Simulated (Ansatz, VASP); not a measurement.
## One calculation of AlRu, two programs

Contents of INCAR:

```
SYSTEM = AlRu
  PREC = Accurate
  ENCUT = 520
  EDIFF = 1E-6
  ISMEAR = -1
  SIGMA = 0.05
  LREAL = .FALSE.
  LASPH = .TRUE.
  NELM = 60
  ALGO = Normal
  ISIF = 2
  LWAVE = .FALSE.
  LCHARG = .FALSE.
  GGA = PS
  NBANDS = 16
```

File KPOINTS:

```
regular mesh
0
G
  12 12 12
  0 0 0
```

Contents of POSCAR:

```
AlRu
1.0
    2.9616840000      0.0000000000      0.0000000000
    0.0000000000      2.9616840000      0.0000000000
    0.0000000000      0.0000000000      2.9916000000
Al Ru
1 1
Direct
    0.0000000000      0.0000000000      0.0000000000
    0.5000000000      0.5000000000      0.5000000000
```

Input for Ansatz:

```yaml
crystal:
  lattice:
    - [2.961684, 0.0, 0.0]
    - [0.0, 2.961684, 0.0]
    - [0.0, 0.0, 2.9916]
  atoms:
    - { symbol: Al, position: [0.0, 0.0, 0.0] }
    - { symbol: Ru, position: [0.5, 0.5, 0.5] }
kpoints:
  mp_grid: { grid: [12, 12, 12] }
  band_path:
    path:
      - [0.0, 0.0, 0.0]
      - [0.0, 0.5, 0.0]
      - [0.5, 0.5, 0.0]
      - [0.0, 0.0, 0.0]
      - [0.0, 0.0, 0.5]
      - [0.0, 0.5, 0.5]
      - [0.5, 0.5, 0.5]
      - [0.0, 0.0, 0.5]
      - [0.0, 0.5, 0.0]
    npoints: 5
scf:
  occupations: { method: fermi_dirac, width: 0.05 }
hamiltonian:
  xc: pbesol
  pseudopotentials: { kind: all_electron, lapw: { basis_error: 0.001 } }
output:
  forces: true
  stress: true
  eigenvalues: true
```

Change from the starting cell: equal xx and yy strain of -1 %.

Alike in both runs: task single point; functional PBEsol; k mesh 12 × 12 × 12; occupations fermi-dirac, width 0.05 eV; no spin polarisation.

|  | VASP | Ansatz |
| --- | --- | --- |
| version | VASP 6.6.1 | Ansatz 0.2.0 |
| potentials or method | VASP PAW PBE potentials, release 64 (Al, Ru_pv), cutoff 520 eV | all-electron LAPW, scalar-relativistic |

|  | VASP | Ansatz | Ansatz less VASP |
| --- | --- | --- | --- |
| pressure (GPa) | 1.0 | 0.9 | -0.13 |
| traceless stress, the component that is largest in VASP (GPa) | -1.27 | -1.26 | +0.006 |

VASP's potentials were made for PBE, not for PBEsol. Ansatz ran all-electron here, and VASP with PAW potentials.
